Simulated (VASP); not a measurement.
# Ba3Ti4O12 (a cell with a defect) in VASP: single point with PBE

Aim: the single point of Ba3Ti4O12 (a cell with a defect) with PBE.

All numbers are computed with VASP 6.6.1; they aren't measurements. Logs are shortened: lines on timing, memory, paths and dates and some standing lists are left out, and cuts for length are marked.

## (1) The cell of the first run

The cell holds a defect, 19 atoms: a = 6.939 Å, b = 6.939 Å, c = 6.939 Å, α = 109.47°, β = 109.47°, γ = 109.47°.

## (2) Single point, PBE, collinear spin (atoms taken out, then relaxed in part)

Input file INCAR:

```
  PREC = Accurate
  ENCUT = 520
  EDIFF = 1E-7
  ISMEAR = -1
  SIGMA = 0.01
  LREAL = Auto
  LASPH = True
  NELM = 150
  ALGO = Normal
  ISIF = 2
  LWAVE = False
  LCHARG = False
  ISPIN = 2
  MAGMOM = 0 0 0 0 0 0 0 0.5 0.5 0.5 0 0.5 0.5 0 0.5 0.5 0 0.5 0.5
  LORBIT = 11
  LMAXMIX = 4
  GGA = PE
  NELECT = 151.0
  NBANDS = 94
```

Input file KPOINTS:

```
regular mesh
0
Gamma
  3 3 3
```

Input file POSCAR:

```
Ba3Ti4O12
1.0
   -4.0060000000      4.0060000000      4.0060000000
    4.0060000000     -4.0060000000      4.0060000000
    4.0060000000      4.0060000000     -4.0060000000
Ba Ti O
3 4 12
Direct
    0.0000088419      0.0000088419      0.4999984894
    0.0000088419      0.4999984894      0.0000088419
    0.4999984894      0.0000088419      0.0000088419
   -0.0000003598     -0.0000003598     -0.0000003598
    0.4999981448      0.4999981448     -0.0000013560
    0.4999981448     -0.0000013560      0.4999981448
   -0.0000013560      0.4999981448      0.4999981448
   -0.0077331377      0.2461328400      0.2461328400
    0.5000003550      0.7538650351      0.2461340752
    0.5000003550      0.2461340752      0.7538650351
    0.0077295450      0.7538641174      0.7538641174
    0.2461328400     -0.0077331377      0.2461328400
    0.7538650351      0.5000003550      0.2461340752
    0.7538641174      0.0077295450      0.7538641174
    0.2461340752      0.5000003550      0.7538650351
    0.2461328400      0.2461328400     -0.0077331377
    0.7538641174      0.7538641174      0.0077295450
    0.7538650351      0.2461340752      0.5000003550
    0.2461340752      0.7538650351      0.5000003550
```

Potentials or basis: VASP PAW PBE potentials, release 64 (Ba_sv, Ti_sv, O).

Launch:

```console
$ cat potpaw_PBE.64/Ba_sv/POTCAR potpaw_PBE.64/Ti_sv/POTCAR potpaw_PBE.64/O/POTCAR > POTCAR
$ mpirun -np 1 vasp_std > vasp.out
```

OUTCAR:

```text
PREC = Accurate
   ENCUT = 520
   EDIFF = 1E-7
   ISMEAR = -1
   LREAL = Auto
   LASPH = True
   NELM = 150
   ISIF = 2
   ISPIN = 2
   LORBIT = 11
   GGA = PE
   NELECT = 151.0

 ion  position               nearest neighbor table
   1  0.000  0.000  0.500-  16 2.79  17 2.79  18 2.79  19 2.79   8 2.83  12 2.83  10 2.83  15 2.83
                            13 2.83   9 2.83  14 2.83  11 2.83   4 3.47   6 3.47   7 3.47   5 3.47
   2  0.000  0.500  0.000-  12 2.79  14 2.79  13 2.79  15 2.79  16 2.83   8 2.83   9 2.83  19 2.83
                            10 2.83  18 2.83  17 2.83  11 2.83   4 3.47   5 3.47   7 3.47   6 3.47
   3  0.500  0.000  0.000-   8 2.79  11 2.79  10 2.79   9 2.79  16 2.83  12 2.83  13 2.83  18 2.83
                            15 2.83  19 2.83  17 2.83  14 2.83   4 3.47   5 3.47   6 3.47   7 3.47
   4  1.000  1.000  1.000-   8 2.00  12 2.00  16 2.00  14 2.00  11 2.00  17 2.00   1 3.47   2 3.47
                             3 3.47   1 3.47   2 3.47   3 3.47
   5  0.500  0.500  1.000-  16 2.00  15 2.00  10 2.00   9 2.00  13 2.00  17 2.00   2 3.47   3 3.47
                             1 3.47   1 3.47   3 3.47   2 3.47
   6  0.500  1.000  0.500-  12 2.00   9 2.00  19 2.00  18 2.00  10 2.00  14 2.00   1 3.47   3 3.47
                             2 3.47   2 3.47   3 3.47   1 3.47
   7  1.000  0.500  0.500-   8 2.00  13 2.00  18 2.00  15 2.00  19 2.00  11 2.00   1 3.47   2 3.47
                             3 3.47   3 3.47   2 3.47   1 3.47
   8  0.992  0.246  0.246-   7 2.00   4 2.00   3 2.79   2 2.83   1 2.83
   9  0.500  0.754  0.246-   6 2.00   5 2.00   3 2.79   2 2.83   1 2.83
  10  0.500  0.246  0.754-   5 2.00   6 2.00   3 2.79   1 2.83   2 2.83
  11  0.008  0.754  0.754-   4 2.00   7 2.00   3 2.79   2 2.83   1 2.83
  12  0.246  0.992  0.246-   6 2.00   4 2.00   2 2.79   1 2.83   3 2.83
  13  0.754  0.500  0.246-   7 2.00   5 2.00   2 2.79   3 2.83   1 2.83
  14  0.754  0.008  0.754-   4 2.00   6 2.00   2 2.79   1 2.83   3 2.83
  15  0.246  0.500  0.754-   5 2.00   7 2.00   2 2.79   1 2.83   3 2.83
  16  0.246  0.246  0.992-   5 2.00   4 2.00   1 2.79   2 2.83   3 2.83
  17  0.754  0.754  0.008-   4 2.00   5 2.00   1 2.79   2 2.83   3 2.83
  18  0.754  0.246  0.500-   7 2.00   6 2.00   1 2.79   3 2.83   2 2.83
  19  0.246  0.754  0.500-   6 2.00   7 2.00   1 2.79   2 2.83   3 2.83

  LATTYP: Found a body centered cubic cell.
 ALAT       =     8.0120000000

  Lattice vectors:

 A1 = (  -4.0060000000,   4.0060000000,   4.0060000000)
 A2 = (   4.0060000000,  -4.0060000000,   4.0060000000)
 A3 = (   4.0060000000,   4.0060000000,  -4.0060000000)

Analysis of symmetry for initial positions (statically):
=====================================================================
 Subroutine PRICEL returns:
 Original cell was already a primitive cell.

 Routine SETGRP: Setting up the symmetry group for a
 body centered cubic supercell.

 Subroutine GETGRP returns: Found  6 space group operations
 (whereof  6 operations were pure point group operations)
 out of a pool of 48 trial point group operations.

The static configuration has the point symmetry C_3v.

Analysis of symmetry for dynamics (positions and initial velocities):
=====================================================================
 Subroutine PRICEL returns:
 Original cell was already a primitive cell.

 Routine SETGRP: Setting up the symmetry group for a
 body centered cubic supercell.

 Subroutine GETGRP returns: Found  6 space group operations
 (whereof  6 operations were pure point group operations)
 out of a pool of 48 trial point group operations.

The dynamic configuration has the point symmetry C_3v.

Analysis of structural, dynamic, and magnetic symmetry:
=====================================================================
 Subroutine PRICEL returns:
 Original cell was already a primitive cell.

 Routine SETGRP: Setting up the symmetry group for a
 body centered cubic supercell.

 Subroutine GETGRP returns: Found  6 space group operations
 (whereof  6 operations were pure point group operations)
 out of a pool of 48 trial point group operations.

The overall configuration has the point symmetry C_3v.

 Subroutine INISYM returns: Found  6 space group operations
 (whereof  6 operations are pure point group operations),
 and found     1 'primitive' translations

----------------------------------------------------------------------------------------

                                     Primitive cell

  volume of cell :     257.1537

  direct lattice vectors                    reciprocal lattice vectors
    -4.006000000  4.006000000  4.006000000     0.000000000  0.124812781  0.124812781
[... 94 lines left out ...]
   ICHARG =      2    charge: 1-file 2-atom 10-const
   ISPIN  =      2    spin polarized calculation?
   LNONCOLLINEAR =      F non collinear calculations
   LSORBIT =      F    spin-orbit coupling
   LASPH  =      T    aspherical Exc in radial PAW
   ENCUT  =  520.0 eV  38.22 Ry    6.18 a.u.  12.90 12.90 12.90*2*pi/ulx,y,z
   NELM   =    150;   NELMIN=  2; NELMDL= -5     # of ELM steps
   EDIFF  = 0.1E-06   stopping-criterion for ELM
   LREAL  =      T    real-space projection
   EDIFFG = 0.1E-05   stopping-criterion for IOM
   NSW    =      0    number of steps for IOM
   IBRION =     -1    ionic relax: 0-MD 1-quasi-New 2-CG
   NFREE  =      0    steps in history (QN), initial steepest desc. (CG)
   ISIF   =      2    stress and relaxation
   ISYM   =      2    0-nonsym 1-usesym 2-fastsym
   POTIM  = 0.5000    time-step for ionic-motion
   TEBEG  =    0.0;   TEEND  =   0.0 temperature during run
   PSTRESS=    0.0 pullay stress
   NELECT =     151.0000    total number of electrons
   NUPDOWN=      -1.0000    fix difference up-down
   EMIN   =  10.00;   EMAX   =-10.00  energy-range for DOS
   EFERMI =   0.00;   METHOD = LEGACY
   ISMEAR =    -1;   SIGMA  =   0.01  broadening in eV -4-tet -1-fermi 0-gaus
   EFERMI_NEDOS =   21; number of points for ismear=-14 and -15
   IALGO  =     38    algorithm
   IMIX   =      4    mixing-type and parameters
     AMIX     =   0.40;   BMIX     =  1.00
     AMIX_MAG =   1.60;   BMIX_MAG =  1.00
  volume/ion in A,a.u.               =      13.53        91.33
  Fermi-wavevector in a.u.,A,eV,Ry     =   1.370891  2.590608 25.569996  1.879342
  Thomas-Fermi vector in A             =   2.496637
   LORBIT       =     11    0 simple, 1 ext, 2 COOP (PROOUT), +10 PAW based schemes
   GGA     = PE    functional components
   LHFCALC =     F    Hartree Fock is set to
   AEXX    =    0.0000 exact exchange contribution
   IVDW    =     0    specifies the selected vdW correction
   LEPSILON=     F    determine dielectric tensor
   LRPA    =     F    only Hartree local field effects (RPA)
 spin polarized calculation
  energy-cutoff  :      520.00
  volume of cell :      257.15
 maximum number of plane-waves:      6939
 NGX is ok and might be reduce to    54
   NGX = 25   NGY = 25   NGZ = 25

 number of electron     151.0000007 magnetization       0.4065767

 Free energy of the ion-electron system (eV)
  ---------------------------------------------------
  ext. energy  EPLUGINS =         0.00000000
  ---------------------------------------------------
  free energy    TOTEN  =      -146.87404286 eV

  energy without entropy =     -146.86840385  energy(sigma->0) =     -146.87122336

 E-fermi :   2.7002     XC(G=0): -10.6224

 val. band max:        2.6868251959   @ k =   0.3333   0.0000  -0.3333
 cond. band min:       2.7002119205   @ k =   0.0000   0.0000   0.0000
 fundamental gap:      0.0133867246
 Fermi energy:         2.7001918386

 spin component 1

 k-point     1 :       0.0000    0.0000    0.0000
  band No.  band energies     occupation
      1     -53.8610      1.00000
      2     -53.8590      1.00000
      3     -53.8590      1.00000
      4     -53.8590      1.00000
      5     -30.1263      1.00000
      6     -30.1262      1.00000
[... 529 lines left out ...]
     86       6.7093      0.00000
     87       6.7340      0.00000
 Fermi energy:         2.7001918386

 spin component 2

 k-point     1 :       0.0000    0.0000    0.0000
  band No.  band energies     occupation
      1     -53.8728      1.00000
      2     -53.8709      1.00000
      3     -53.8709      1.00000
      4     -53.8708      1.00000
      5     -30.1376      1.00000
      6     -30.1376      1.00000
[... 529 lines left out ...]
     86       6.7066      0.00000
     87       6.7383      0.00000
 [bands above 87 left out]

------------------------ aborting loop because EDIFF is reached ----------------------------------------

  FORCE on cell =-STRESS in cart. coord.  units (eV):
  Direction    XX          YY          ZZ          XY          YZ          ZX
  --------------------------------------------------------------------------------------
  -------------------------------------------------------------------------------------
  Total        7.1992078      7.1992078      7.1992078     -0.0001551     -0.0001551     -0.0001551
  in kB       44.8541331     44.8541331     44.8541331     -0.0009664     -0.0009664     -0.0009664
  external PRESSURE =      44.8541331 kB  Pullay stress =       0.0000000 kB

 VOLUME and BASIS-vectors are now :
 -----------------------------------------------------------------------------
  energy-cutoff  :      520.00
  volume of cell :      257.15
      direct lattice vectors                 reciprocal lattice vectors
    -4.006000000  4.006000000  4.006000000     0.000000000  0.124812781  0.124812781
     4.006000000 -4.006000000  4.006000000     0.124812781  0.000000000  0.124812781
     4.006000000  4.006000000 -4.006000000     0.124812781  0.124812781  0.000000000

 POSITION                                       TOTAL-FORCE (eV/Angst)
 -----------------------------------------------------------------------------------
      2.00299      2.00299     -2.00292        -0.000012     -0.000012     -0.000519
      2.00299     -2.00292      2.00299        -0.000012     -0.000519     -0.000012
     -2.00292      2.00299      2.00299        -0.000519     -0.000012     -0.000012
      4.00600      4.00600      4.00600        -0.000377     -0.000377     -0.000377
      4.00599      4.00599     -0.00001         0.000088      0.000088      0.000552
      4.00599     -0.00001      4.00599         0.000088      0.000552      0.000088
[... 11 lines left out ...]
     -0.03097      4.03697      2.00300         0.031235     -0.031299      0.000043
      4.03697     -0.03097      2.00300        -0.031299      0.031235      0.000043
 -----------------------------------------------------------------------------------
    total drift:                                0.000168      0.000168      0.000168

  FREE ENERGIE OF THE ION-ELECTRON SYSTEM (eV)
  ---------------------------------------------------
  free  energy   TOTEN  =      -146.8740428648 eV

  energy  without entropy=     -146.8684038510  energy(sigma->0) =     -146.87122336

 total charge

# of ion       s       p       d       tot
------------------------------------------
    1        2.010   5.661   0.348   8.019
    2        2.010   5.661   0.348   8.019
    3        2.010   5.661   0.348   8.019
    4        2.209   6.265   1.701  10.174
    5        2.209   6.265   1.701  10.174
    6        2.209   6.265   1.701  10.174
[... 11 lines left out ...]
   18        1.568   3.447   0.000   5.015
   19        1.568   3.447   0.000   5.015
--------------------------------------------------
tot         33.679  83.407   7.849 124.935

 magnetization (x)

# of ion       s       p       d       tot
------------------------------------------
    1       -0.000   0.000  -0.001  -0.000
    2       -0.000   0.000  -0.001  -0.000
    3       -0.000   0.000  -0.001  -0.000
    4       -0.000  -0.001  -0.012  -0.013
    5       -0.000  -0.001  -0.012  -0.013
    6       -0.000  -0.001  -0.012  -0.013
[... 11 lines left out ...]
   18        0.000   0.032   0.000   0.032
   19        0.000   0.032   0.000   0.032
--------------------------------------------------
tot          0.004   0.381  -0.049   0.336
```

Run time: 15 min. Hardware: 1 thread of Intel Xeon Platinum 8259CL at 2.50GHz (Skylake/Cascade Lake), shared host; peak memory 0.61 GiB.

What came out:

- Free energy: -146.8740 eV
- Largest force: 0.044 eV/Å
- Net moment: 0.41 μB per cell
- Site moments: Ba -0.00; Ti -0.01; O +0.03 μB
- Valence electrons inside the program's atomic spheres: Ba 8.02; Ti 10.17; O 5.01

Forces in eV/Å, atoms in the order of the input:
```
Ba   0.000  0.000 -0.001
Ba   0.000 -0.001  0.000
Ba  -0.001  0.000  0.000
Ti   0.000  0.000  0.000
Ti   0.000  0.000  0.001
Ti   0.000  0.001  0.000
Ti   0.001  0.000  0.000
O    0.000  0.031  0.031
O    0.000  0.031 -0.031
O    0.000 -0.031  0.031
O    0.000 -0.031 -0.031
O    0.031  0.000  0.031
O    0.031  0.000 -0.031
O   -0.031  0.000 -0.031
O   -0.031  0.000  0.031
O    0.031  0.031  0.000
O   -0.031 -0.031  0.000
O    0.031 -0.031  0.000
O   -0.031  0.031  0.000
```

Caveat: the k points lie up to 0.37 Å⁻¹ apart; the cell carries a net charge on a neutralising background, which shifts energy and pressure; the cell differs from its parent crystal (atoms taken out, then relaxed in part); the cell is charged against a uniform background, so pressure and absolute levels hang on convention; spin-orbit coupling is left out, which moves the levels of the heavy elements; semilocal functionals often make such compounds metallic where correlation or magnetic order opens a gap, which also shifts bond lengths.
